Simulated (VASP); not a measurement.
# LuH2 (Fm-3m) in VASP: further runs

The runs below take LuH2 through single point, with PBEsol+D3(BJ).

All numbers are computed with VASP 6.6.1; they aren't measurements. Logs are shortened: lines on timing, memory, paths and dates and some standing lists are left out, and cuts for length are marked.

### Step 1. The cell of the first run

It takes space group Fm-3m (No. 225, cubic). Conventional cell: a = 5.099 Å, b = 5.099 Å, c = 5.099 Å, α = 90.00°, β = 90.00°, γ = 90.00°. Within 2.9 Å of Lu (site symmetry m-3m) lie 8 H at 2.21 Å. H (site symmetry -43m) has 4 Lu at 2.21 Å and 6 H at 2.55 Å within 2.9 Å.

### Step 2. Single point, PBEsol+D3(BJ)

File INCAR:

```
ALGO = Normal
EDIFF = 1E-7
ENCUT = 520
GGA = PS
ISIF = 2
ISMEAR = -1
IVDW = 12
LASPH = True
LCHARG = False
LREAL = False
LWAVE = False
NBANDS = 20
NELM = 80
PREC = Accurate
SIGMA = 0.1
```

File KPOINTS:

```
k-points
0
Gamma
  10 10 10
```

File POSCAR:

```
LuH2
1.0
    0.0000000000      2.5496156397      2.5496156397
    2.5496156397      0.0000000000      2.5496156397
    2.5496156397      2.5496156397      0.0000000000
Lu H
1 2
Direct
    0.0000000000      0.0000000000      0.0000000000
    0.2500000000      0.2500000000      0.2500000000
    0.7500000000      0.7500000000      0.7500000000
```

Potentials or basis: VASP PAW PBE potentials, release 64 (Lu, H).

Launch:

```bash
cat potpaw_PBE.64/Lu/POTCAR potpaw_PBE.64/H/POTCAR > POTCAR
mpirun -np 1 vasp_std > vasp.out
```

OUTCAR:

```text
EDIFF = 1E-7
   ENCUT = 520
   GGA = PS
   ISIF = 2
   ISMEAR = -1
   IVDW = 12
   LASPH = True
   LREAL = False
   NELM = 80
   PREC = Accurate
 IVDW          = 12

 ion  position               nearest neighbor table
   1  0.000  0.000  0.000-   3 2.21   3 2.21   3 2.21   2 2.21   3 2.21   2 2.21   2 2.21   2 2.21

   2  0.250  0.250  0.250-   1 2.21   1 2.21   1 2.21   1 2.21
   3  0.750  0.750  0.750-   1 2.21   1 2.21   1 2.21   1 2.21

  LATTYP: Found a face centered cubic cell.
 ALAT       =     5.0992312794

  Lattice vectors:

 A1 = (   0.0000000000,   2.5496156397,   2.5496156397)
 A2 = (   2.5496156397,   0.0000000000,   2.5496156397)
 A3 = (   2.5496156397,   2.5496156397,   0.0000000000)

Analysis of symmetry for initial positions (statically):
=====================================================================
 Subroutine PRICEL returns:
 Original cell was already a primitive cell.

 Routine SETGRP: Setting up the symmetry group for a
 face centered cubic supercell.

 Subroutine GETGRP returns: Found 48 space group operations
 (whereof 48 operations were pure point group operations)
 out of a pool of 48 trial point group operations.

The static configuration has the point symmetry O_h .

Analysis of symmetry for dynamics (positions and initial velocities):
=====================================================================
 Subroutine PRICEL returns:
 Original cell was already a primitive cell.

 Routine SETGRP: Setting up the symmetry group for a
 face centered cubic supercell.

 Subroutine GETGRP returns: Found 48 space group operations
 (whereof 48 operations were pure point group operations)
 out of a pool of 48 trial point group operations.

The dynamic configuration has the point symmetry O_h .

 Subroutine INISYM returns: Found 48 space group operations
 (whereof 48 operations are pure point group operations),
 and found     1 'primitive' translations

----------------------------------------------------------------------------------------

                                     Primitive cell

  volume of cell :      33.1478

  direct lattice vectors                    reciprocal lattice vectors
     0.000000000  2.549615640  2.549615640    -0.196107991  0.196107991  0.196107991
     2.549615640  0.000000000  2.549615640     0.196107991 -0.196107991  0.196107991
     2.549615640  2.549615640  0.000000000     0.196107991  0.196107991 -0.196107991
[... 82 lines left out ...]
   LSORBIT =      F    spin-orbit coupling
   LASPH  =      T    aspherical Exc in radial PAW
   ENCUT  =  520.0 eV  38.22 Ry    6.18 a.u.   6.70  6.70  6.70*2*pi/ulx,y,z
   NELM   =     80;   NELMIN=  2; NELMDL= -5     # of ELM steps
   EDIFF  = 0.1E-06   stopping-criterion for ELM
   LREAL  =      F    real-space projection
   EDIFFG = 0.1E-05   stopping-criterion for IOM
   NSW    =      0    number of steps for IOM
   IBRION =     -1    ionic relax: 0-MD 1-quasi-New 2-CG
   NFREE  =      0    steps in history (QN), initial steepest desc. (CG)
   ISIF   =      2    stress and relaxation
   ISYM   =      2    0-nonsym 1-usesym 2-fastsym
   POTIM  = 0.5000    time-step for ionic-motion
   TEBEG  =    0.0;   TEEND  =   0.0 temperature during run
   PSTRESS=    0.0 pullay stress
   NELECT =      27.0000    total number of electrons
   NUPDOWN=      -1.0000    fix difference up-down
   EMIN   =  10.00;   EMAX   =-10.00  energy-range for DOS
   EFERMI =   0.00;   METHOD = LEGACY
   ISMEAR =    -1;   SIGMA  =   0.10  broadening in eV -4-tet -1-fermi 0-gaus
   EFERMI_NEDOS =   21; number of points for ismear=-14 and -15
   IALGO  =     38    algorithm
   IMIX   =      4    mixing-type and parameters
     AMIX     =   0.40;   BMIX     =  1.00
     AMIX_MAG =   1.60;   BMIX_MAG =  1.00
  volume/ion in A,a.u.               =      11.05        74.56
  Fermi-wavevector in a.u.,A,eV,Ry     =   1.528896  2.889195 31.803945  2.337524
  Thomas-Fermi vector in A             =   2.636592
   LORBIT       =      0    0 simple, 1 ext, 2 COOP (PROOUT), +10 PAW based schemes
   GGA     = PS    functional components
   LHFCALC =     F    Hartree Fock is set to
   AEXX    =    0.0000 exact exchange contribution
   IVDW    =    12    specifies the selected vdW correction
   LEPSILON=     F    determine dielectric tensor
   LRPA    =     F    only Hartree local field effects (RPA)
 non-spin polarized calculation
  energy-cutoff  :      520.00
  volume of cell :       33.15
 maximum number of plane-waves:       914
   NGX = 13   NGY = 13   NGZ = 13

 number of electron      27.0000008 magnetization

 Free energy of the ion-electron system (eV)
  ---------------------------------------------------
  ext. energy  EPLUGINS =         0.00000000
  ---------------------------------------------------
  free energy    TOTEN  =       -13.65427538 eV

  energy without entropy =      -13.63434916  energy(sigma->0) =      -13.64431227

 E-fermi :   2.4348     XC(G=0): -10.9997

 val. band max:        2.3464555626   @ k =  -0.4000   0.2000   0.0000
 cond. band min:       2.4650678616   @ k =  -0.2000   0.3000   0.1000
 fundamental gap:      0.1186122990
 Fermi energy:         2.4348306008

 k-point     1 :       0.0000    0.0000    0.0000
  band No.  band energies     occupation
      1     -53.8817      2.00000
      2     -24.4053      2.00000
      3     -24.4053      2.00000
      4     -24.4053      2.00000
      5      -6.7391      2.00000
      6      -2.8925      2.00000
[... 541 lines left out ...]
     19      11.1388      0.00000
     20      11.6589      0.00000

 [... further k-points ...]

------------------------ aborting loop because EDIFF is reached ----------------------------------------

 Edisp (eV)   -0.52549

 E8    (eV) :    -0.3570

  FORCE on cell =-STRESS in cart. coord.  units (eV):
  Direction    XX          YY          ZZ          XY          YZ          ZX
  --------------------------------------------------------------------------------------
  -------------------------------------------------------------------------------------
  Total      -1.94619    -1.94619    -1.94619    -0.00000    -0.00000     0.00000
  in kB     -94.06790   -94.06790   -94.06790    -0.00000    -0.00000     0.00000
  external pressure =      -94.07 kB  Pullay stress =        0.00 kB

 VOLUME and BASIS-vectors are now :
 -----------------------------------------------------------------------------
  energy-cutoff  :      520.00
  volume of cell :       33.15
      direct lattice vectors                 reciprocal lattice vectors
     0.000000000  2.549615640  2.549615640    -0.196107991  0.196107991  0.196107991
     2.549615640  0.000000000  2.549615640     0.196107991 -0.196107991  0.196107991
     2.549615640  2.549615640  0.000000000     0.196107991  0.196107991 -0.196107991

 POSITION                                       TOTAL-FORCE (eV/Angst)
 -----------------------------------------------------------------------------------
      0.00000      0.00000      0.00000        -0.000000     -0.000000     -0.000000
      1.27481      1.27481      1.27481         0.000000      0.000000      0.000000
      3.82442      3.82442      3.82442        -0.000000     -0.000000     -0.000000
 -----------------------------------------------------------------------------------
    total drift:                               -0.000000     -0.000000     -0.000000

  FREE ENERGIE OF THE ION-ELECTRON SYSTEM (eV)
  ---------------------------------------------------
  free  energy   TOTEN  =       -14.1797675597 eV

  energy  without entropy=      -14.1598413390  energy(sigma->0) =      -14.16980445
```

stdout:

```text
POSCAR found type information on POSCAR LuH
 POSCAR found :  2 types and       3 ions
 scaLAPACK will be used
 -----------------------------------------------------------------------------
|                                                                             |
|                                                                             |
|     You enforced a specific xc type in the INCAR file but a different       |
|     I HOPE YOU KNOW WHAT YOU ARE DOING!                                     |
|                                                                             |
 -----------------------------------------------------------------------------

 LDA part: xc-table for (Slater+PW92), standard interpolation
 POSCAR, INCAR and KPOINTS ok, starting setup
 FFT: planning ... GRIDC
 FFT: planning ... GRID_SOFT
 FFT: planning ... GRID
 WAVECAR not read
 entering main loop
```

Wall time 72 s (1 thread of Intel Xeon 8259CL, shared host); peak memory 0.2 GiB.

What came out:

```yaml
Free_energy: -14.1798 eV
Pressure: -9.4 GPa
Band_gap_on_the_k_mesh: zero (an odd number of electrons rules out a gap without spin polarisation)
Dispersion_energy_per_atom: -0.175 eV
```

Caveat: three body term missing; the cell stands under tension; the PAW data sets were made with another functional, which shifts forces and pressure a little; spin-orbit coupling is left out, which moves the levels of the heavy elements.

### Step 3. Single point, PBEsol+D3(BJ)

This run uses another cell than the first one, of 11.47 Å³/atom.

File INCAR:

```
  PREC = Accurate
  ENCUT = 520
  EDIFF = 1E-6
  ISMEAR = -1
  SIGMA = 0.1
  LREAL = False
  LASPH = True
  NELM = 60
  ALGO = Normal
  ISIF = 2
  LWAVE = False
  LCHARG = False
  GGA = PS
  IVDW = 12
  NBANDS = 20
```

File KPOINTS:

```
regular mesh
0
Gamma
  10 10 10
```

File POSCAR:

```
LuH2
1.0
    0.0000000000      2.5818926819      2.5818926819
    2.5818926819      0.0000000000      2.5818926819
    2.5818926819      2.5818926819      0.0000000000
Lu H
1 2
Direct
    0.0000000000      0.0000000000      0.0000000000
    0.2500000000      0.2500000000      0.2500000000
    0.7500000000      0.7500000000      0.7500000000
```

Potentials or basis: VASP PAW PBE potentials, release 64 (Lu, H).

Launch:

```bash
cat potpaw_PBE.64/Lu/POTCAR potpaw_PBE.64/H/POTCAR > POTCAR
mpirun -np 1 vasp_std > vasp.out
```

Run time: 70 s. Hardware: 1 thread of Intel Xeon 8259CL, shared host; peak memory 0.19 GiB.

Results (log left out):

| Item | Value |
| --- | --- |
| Free energy | -14.0968 eV |
| Pressure | -11.7 GPa |
| Band gap on the k mesh | zero (an odd number of electrons rules out a gap without spin polarisation) |
| Dispersion energy per atom | -0.168 eV |

Levels at points of the mesh, in eV from the Fermi level:
```
           k point  band 10  band 11  band 12  band 13  band 14  band 15  band 16  band 17
(0.00, 0.00, 0.00)    -5.12    -5.12    -5.12    -0.66     1.25     1.25     1.25     3.84
(0.50, 0.00, 0.00)    -5.13    -5.13    -5.12    -4.06     1.33     1.33     4.63     5.22
(0.50, 0.50, 0.00)    -5.14    -5.14    -5.10    -4.15    -2.24     5.41     5.47     5.47
```

Caveat: three body term missing; the cell stands under tension; the PAW data sets were made with another functional, which shifts forces and pressure a little; spin-orbit coupling is left out, which moves the levels of the heavy elements.

### Step 4. Single point, PBEsol+D3(BJ)

This run uses another cell than the first one, of 11.90 Å³/atom.

File INCAR:

```
SYSTEM = LuH2
PREC = Accurate
ENCUT = 520
EDIFF = 1E-6
ISMEAR = -1
SIGMA = 0.1
LREAL = .False.
LASPH = .True.
NELM = 100
ALGO = Normal
ISIF = 2
LWAVE = .False.
LCHARG = .False.
GGA = PS
IVDW = 12
NBANDS = 20
```

File KPOINTS:

```
Automatic mesh
0
Gamma
  10 10 10
  0 0 0
```

File POSCAR:

```
LuH2
1.0
    0.0000000000      2.6133822815      2.6133822815
    2.6133822815      0.0000000000      2.6133822815
    2.6133822815      2.6133822815      0.0000000000
Lu H
1 2
Direct
    0.0000000000      0.0000000000      0.0000000000
    0.2500000000      0.2500000000      0.2500000000
    0.7500000000      0.7500000000      0.7500000000
```

Launch:

```bash
cat potpaw_PBE.64/Lu/POTCAR potpaw_PBE.64/H/POTCAR > POTCAR
mpirun -np 1 vasp_std > vasp.out
```

It took 72 s on 1 thread of Intel Xeon 8259CL, shared host; peak memory 0.2 GiB.

It converged, with:

```yaml
Free_energy: -13.9973 eV
Pressure: -13.6 GPa
Band_gap_on_the_k_mesh: zero (an odd number of electrons rules out a gap without spin polarisation)
Dispersion_energy_per_atom: -0.162 eV
```

Levels at points of the mesh, in eV from the Fermi level:
| k point | band 11 | band 12 | band 13 | band 14 | band 15 | band 16 |
| --- | --- | --- | --- | --- | --- | --- |
| (0.00, 0.00, 0.00) | -5.24 | -5.24 | -0.74 | 1.20 | 1.20 | 1.20 |
| (0.50, 0.00, 0.00) | -5.25 | -5.23 | -4.11 | 1.29 | 1.29 | 4.52 |
| (0.50, 0.50, 0.00) | -5.26 | -5.00 | -4.21 | -2.18 | 5.19 | 5.25 |

Caveat: three body term missing; the cell stands under tension; the PAW data sets were made with another functional, which shifts forces and pressure a little; spin-orbit coupling is left out, which moves the levels of the heavy elements.

### Step 5. Summary

| cell | gap on the mesh (eV) | pressure (GPa) |
| --- | --- | --- |
| a = 3.606 Å, angles 60.0°, 3 atoms | none | -9.4 |
| a = 3.651 Å, angles 60.0°, 3 atoms | none | -11.7 |
| a = 3.696 Å, angles 60.0°, 3 atoms | none | -13.6 |

Alike in all rows: task single point; level PBEsol+D3(BJ); potentials or basis VASP PAW PBE potentials, release 64 (Lu, H); no spin polarisation; k mesh 10 × 10 × 10; cutoff (eV) 520; smearing fermi-dirac 0.1 eV.

Caveats: three body term missing; the cell stands under tension; the PAW data sets were made with another functional, which shifts forces and pressure a little; spin-orbit coupling is left out, which moves the levels of the heavy elements.

Total energies depend on the potentials used, so only differences within one code and one set of settings carry meaning.

The gap in the log of VASP goes by the Fermi energy; the results here count the filled bands.